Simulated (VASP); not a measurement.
# Sc (P6_3/mmc) in VASP: notebook

Sc is run at these levels: PBEsol; tasks: vibrations by perturbation theory, elastic constants.

Everything below comes from runs of VASP 6.6.1. Logs are shortened: lines on timing, memory, paths and dates and some standing lists are left out, and cuts for length are marked.

**1. The cell of the first run**

Symmetry: P6_3/mmc, No. 194, hexagonal system. Conventional cell: a = 3.309 Å, b = 3.309 Å, c = 5.273 Å, α = 90.00°, β = 90.00°, γ = 120.00°. Within 4.3 Å of Sc (site symmetry -6m2) lie 12 Sc at 3.26 to 3.31 Å.

**2. Vibrations by perturbation theory, PBEsol**

Contents of INCAR:

```
SYSTEM = Sc
PREC = Accurate ; ENCUT = 520
EDIFF = 1E-8 ; ISMEAR = -1
SIGMA = 0.05 ; LREAL = .False.
LASPH = .True. ; NELM = 80
ALGO = Normal ; ISIF = 2
LWAVE = .False. ; LCHARG = .False.
GGA = PS ; IBRION = 8
NSW = 1
```

Contents of KPOINTS:

```
regular mesh
0
Gamma
  8 8 4
  0 0 0
```

Contents of POSCAR:

```
Sc
1.0
    3.3090000000      0.0000000000      0.0000000000
   -1.6545000000      2.8656780611      0.0000000000
    0.0000000000      0.0000000000      5.2733000000
Sc
2
Direct
    0.6666666667      0.3333333333      0.7500000000
    0.3333333333      0.6666666667      0.2500000000
```

Potentials or basis: VASP PAW PBE potentials, release 64 (Sc_sv).

Started as:

```sh
cat potpaw_PBE.64/Sc_sv/POTCAR > POTCAR
mpirun -np 1 vasp_std > vasp.out
```

OUTCAR:

```text
SYSTEM = Sc
   PREC = Accurate
   ENCUT = 520
   EDIFF = 1E-8
   ISMEAR = -1
   LREAL = .False.
   LASPH = .True.
   NELM = 80
   ISIF = 2
   GGA = PS
   IBRION = 8
   NSW = 1

 ion  position               nearest neighbor table
   1  0.667  0.333  0.750-   2 3.26   2 3.26   2 3.26   2 3.26   2 3.26   2 3.26
   2  0.333  0.667  0.250-   1 3.26   1 3.26   1 3.26   1 3.26   1 3.26   1 3.26

  LATTYP: Found a hexagonal cell.
 ALAT       =     3.3090000000
 C/A-ratio  =     1.5936234512

  Lattice vectors:

 A1 = (   3.3090000000,   0.0000000000,   0.0000000000)
 A2 = (  -1.6545000000,   2.8656780611,   0.0000000000)
 A3 = (   0.0000000000,   0.0000000000,   5.2733000000)

Analysis of symmetry for initial positions (statically):
=====================================================================
 Subroutine PRICEL returns:
 Original cell was already a primitive cell.

 Routine SETGRP: Setting up the symmetry group for a
 hexagonal supercell.

 Subroutine GETGRP returns: Found 24 space group operations
 (whereof 12 operations were pure point group operations)
 out of a pool of 24 trial point group operations.

The static configuration has the point symmetry D_3d.
 The point group associated with its full space group is D_6h.

Analysis of symmetry for dynamics (positions and initial velocities):
=====================================================================
 Subroutine PRICEL returns:
 Original cell was already a primitive cell.

 Routine SETGRP: Setting up the symmetry group for a
 hexagonal supercell.

 Subroutine GETGRP returns: Found 24 space group operations
 (whereof 12 operations were pure point group operations)
 out of a pool of 24 trial point group operations.

The dynamic configuration has the point symmetry D_3d.
 The point group associated with its full space group is D_6h.

 Subroutine INISYM returns: Found 24 space group operations
 (whereof 12 operations are pure point group operations),
 and found     1 'primitive' translations

----------------------------------------------------------------------------------------

                                     Primitive cell

  volume of cell :      50.0042

  direct lattice vectors                    reciprocal lattice vectors
     3.309000000  0.000000000  0.000000000     0.302206105  0.174478776  0.000000000
    -1.654500000  2.865678061  0.000000000     0.000000000  0.348957552  0.000000000
     0.000000000  0.000000000  5.273300000     0.000000000  0.000000000  0.189634574

  length of vectors
     3.309000000  3.309000000  5.273300000     0.348957552  0.348957552  0.189634574

  position of ions in fractional coordinates (direct lattice)
     0.666666667  0.333333333  0.750000000
     0.333333333  0.666666667  0.250000000

  ion indices of the primitive-cell ions
   primitive index   ion index
                 1           1
                 2           2

----------------------------------------------------------------------------------------

 KPOINTS: regular mesh

Automatic generation of k-mesh.
 Grid dimensions read from file:
 generate k-points for:    8    8    4

 Generating k-lattice:

  Cartesian coordinates                     Fractional coordinates (reciprocal lattice)
     0.037775763  0.021809847  0.000000000     0.125000000  0.000000000  0.000000000
     0.000000000  0.043619694  0.000000000     0.000000000  0.125000000  0.000000000
     0.000000000  0.000000000  0.047408644     0.000000000  0.000000000  0.250000000

  Length of vectors
[... 100 lines left out ...]
  ---------------------------------------------------
  free energy    TOTEN  =       -13.20479749 eV

  energy without entropy =      -13.17510863  energy(sigma->0) =      -13.18995306

 E-fermi :   3.5013     XC(G=0):  -9.9317

 val. band max:        3.4968286341   @ k =   0.1250   0.1250   0.2500
 cond. band min:       3.5389106739   @ k =   0.2500   0.1250   0.0000
 fundamental gap:      0.0420820398
 Fermi energy:         3.5012608305

 k-point     1 :       0.0000    0.0000    0.0000
  band No.  band energies     occupation
      1     -45.7483      2.00000
      2     -45.6857      2.00000
      3     -24.6408      2.00000
      4     -24.3214      2.00000
      5     -24.3214      2.00000
      6     -24.2640      2.00000
      7     -24.2640      2.00000
      8     -24.2389      2.00000
      9      -1.6181      2.00000
     10       1.8253      2.00000
     11       3.9267      0.00040
     12       5.0811      0.00000
     13       5.0811      0.00000
     14       5.1993      0.00000
[... 401 lines left out ...]
      2     -45.6880      2.00000
      3     -24.5838      2.00000
      4     -24.5838      2.00000
      5     -24.3466      2.00000
      6     -24.3466      2.00000
      7     -24.3450      2.00000
      8     -24.3450      2.00000
      9       1.7245      2.00000
     10       1.7245      2.00000
     11       3.6247      0.15603
     12       3.6247      0.15603
     13       4.6277      0.00000
     14       4.6277      0.00000
     15       5.8525      0.00000

 [... further k-points ...]

------------------------ aborting loop because EDIFF is reached ----------------------------------------

  FORCE on cell =-STRESS in cart. coord.  units (eV):
  Direction    XX          YY          ZZ          XY          YZ          ZX
  --------------------------------------------------------------------------------------
  -------------------------------------------------------------------------------------
  Total       -0.7119651     -0.7119651     -1.3080047      0.0000000      0.0000000     -0.0000000
  in kB      -22.8119607    -22.8119607    -41.9095720      0.0000000      0.0000000     -0.0000000
  external PRESSURE =     -29.1778312 kB  Pullay stress =       0.0000000 kB

 VOLUME and BASIS-vectors are now :
 -----------------------------------------------------------------------------
  energy-cutoff  :      520.00
  volume of cell :       50.00
      direct lattice vectors                 reciprocal lattice vectors
     3.309000000  0.000000000  0.000000000     0.302206105  0.174478776  0.000000000
    -1.654500000  2.865678061  0.000000000     0.000000000  0.348957552  0.000000000
     0.000000000  0.000000000  5.273300000     0.000000000  0.000000000  0.189634574

 POSITION                                       TOTAL-FORCE (eV/Angst)
 -----------------------------------------------------------------------------------
      1.65450      0.95523      3.95498        -0.000000     -0.000000      0.000000
     -0.00000      1.91045      1.31832         0.000000      0.000000      0.000000
 -----------------------------------------------------------------------------------
    total drift:                               -0.000000      0.000000     -0.000000

  FREE ENERGIE OF THE ION-ELECTRON SYSTEM (eV)
  ---------------------------------------------------
  free  energy   TOTEN  =       -13.2047974883 eV

  energy  without entropy=      -13.1751086329  energy(sigma->0) =      -13.18995306

[... ionic steps 2 to 3 ...]

--------------------------------------- Ionic step        4  -------------------------------------------

------------------------ aborting loop because EDIFF is reached ----------------------------------------

[... ionic steps 5 to 5 ...]

--------------------------------------- Ionic step        6  -------------------------------------------

 Free energy of the ion-electron system (eV)
  ---------------------------------------------------
  ---------------------------------------------------
  free energy    TOTEN  =        -0.80876546 eV

  energy without entropy =       -0.80876546

------------------------ aborting loop because EDIFF is reached ----------------------------------------

 INTERNAL STRAIN TENSOR  FOR ION    1  DIRECTION 3   (eV/Angst):
 -----------------------------------------------------------------------------
    -0.00596 -0.00000  0.00000
     0.00000 -0.00596  0.00000
     0.00000  0.00000  0.00600

 INTERNAL STRAIN TENSOR FOR ION    2 for displacements in x,y,z  (eV/Angst):
          X           Y           Z          XY          YZ          ZX
  --------------------------------------------------------------------------------
  x     0.00000     0.00000     0.00000    -1.80034     0.00000     0.00000
  y    -1.80034     1.80034     0.00000     0.00000     0.00000     0.00000
  z     0.00000     0.00000    -0.00000     0.00000     0.00000     0.00000

 SECOND DERIVATIVES (NOT SYMMETRIZED)
 ------------------------------------
               1X          1Y          1Z          2X          2Y          2Z
  1X    -1.588513    0.000000    0.000000    1.588513    0.000000    0.000000
  1Y     0.000000   -1.588513    0.000000    0.000000    1.588513    0.000000
  1Z     0.000000    0.000000   -3.430262    0.000000    0.000000    3.430262
  2X     1.588513    0.000000    0.000000   -1.588513    0.000000    0.000000
  2Y     0.000000    1.588513    0.000000    0.000000   -1.588513    0.000000
  2Z     0.000000    0.000000    3.430262    0.000000    0.000000   -3.430262

 Eigenvectors and eigenvalues of the dynamical matrix
 ----------------------------------------------------

   1 f  =    6.107107 THz    38.372086 2PiTHz  203.711167 cm-1    25.256954 meV
             X         Y         Z           dx          dy          dz
      1.654500  0.955226  3.954975     0.000000    0.000000    0.707107
     -0.000000  1.910452  1.318325     0.000000    0.000000   -0.707107
[... 11 lines left out ...]
   4 f  =    0.000000 THz     0.000001 2PiTHz    0.000003 cm-1     0.000000 meV
             X         Y         Z           dx          dy          dz
      1.654500  0.955226  3.954975     0.015839   -0.706880   -0.008374
     -0.000000  1.910452  1.318325     0.015839   -0.706880   -0.008374

   5 f/i=    0.000000 THz     0.000000 2PiTHz    0.000001 cm-1     0.000000 meV
             X         Y         Z           dx          dy          dz
      1.654500  0.955226  3.954975     0.706929    0.015833    0.000650
     -0.000000  1.910452  1.318325     0.706929    0.015833    0.000650

   6 f/i=    0.000000 THz     0.000000 2PiTHz    0.000002 cm-1     0.000000 meV
             X         Y         Z           dx          dy          dz
      1.654500  0.955226  3.954975    -0.000462   -0.008386    0.707057
     -0.000000  1.910452  1.318325    -0.000462   -0.008386    0.707057

--------------------------------------------------------------------------------------------------------

 ELASTIC MODULI CONTR FROM IONIC RELAXATION (kBar)
 Direction    XX          YY          ZZ          XY          YZ          ZX
 --------------------------------------------------------------------------------
 XX         -65.3766     65.3766      0.0000      0.0000     -0.0000      0.0000
 YY          65.3766    -65.3766     -0.0000     -0.0000      0.0000      0.0000
 ZZ           0.0000     -0.0000     -0.0000     -0.0000      0.0000      0.0000
 XY           0.0000     -0.0000     -0.0000    -65.3766     -0.0000      0.0000
 YZ          -0.0000      0.0000      0.0000     -0.0000     -0.0000      0.0000
 ZX           0.0000      0.0000      0.0000      0.0000      0.0000      0.0000
 --------------------------------------------------------------------------------
```

It took 2.3 min on 1 thread of Intel Xeon 6975P-C (Granite Rapids), shared host; peak memory 0.3 GiB.

What came out:

| Item | Value |
| --- | --- |
| Highest phonon frequency at Γ | 204 cm⁻¹ |

Phonon frequencies in cm⁻¹ (negative: imaginary):
```csv
q point,frequencies
"(0.000, 0.000, 0.000)",0 0 0 139 139 204
```

Caveat: the cell stands under pressure or tension, which shifts response properties; the PAW data sets were made with another functional, which shifts forces and pressure a little.

**3. Elastic constants, PBEsol**

Contents of INCAR:

```
PREC = Accurate
ENCUT = 600
EDIFF = 1E-8
ISMEAR = -1
SIGMA = 0.05
LREAL = F
LASPH = T
NELM = 60
ALGO = Normal
ISIF = 3
LWAVE = F
LCHARG = F
GGA = PS
NBANDS = 18
IBRION = 6
NFREE = 2
POTIM = 0.015
NSW = 1
```

Contents of KPOINTS:

```
regular mesh
0
Gamma
  8 8 4
```

POSCAR is that of step 2.

Potentials or basis: VASP PAW PBE potentials, release 64 (Sc_sv).

Started as:

```sh
cat potpaw_PBE.64/Sc_sv/POTCAR > POTCAR
mpirun -np 1 vasp_std > vasp.out
```

Wall time 5.6 min (1 thread of Intel Xeon 6975P-C (Granite Rapids), shared host); peak memory 0.32 GiB.

It converged, with:

- Voigt bulk modulus: 51 GPa
- Highest phonon frequency at Γ: 203 cm⁻¹

Phonon frequencies in cm⁻¹ (negative: imaginary):
```
              q point        frequencies
(0.000, 0.000, 0.000)  0 0 0 138 138 203
```

Elastic tensor in Voigt notation (GPa, in the Cartesian axes of the cell as first typed):
```
99 33 24  0  0  0
33 99 24  0  0  0
24 24 96  0  0  0
 0  0  0 30  0  0
 0  0  0  0 30  0
 0  0  0  0  0 33
```

Clamped-ion elastic tensor (GPa):
```
105  27  24   0   0   0
 27 105  24   0   0   0
 24  24  96   0   0   0
  0   0   0  30   0   0
  0   0   0   0  30   0
  0   0   0   0   0  39
```

Caveat: the cell is under stress, which shifts elastic constants; the PAW data sets were made with another functional, which shifts forces and pressure a little.
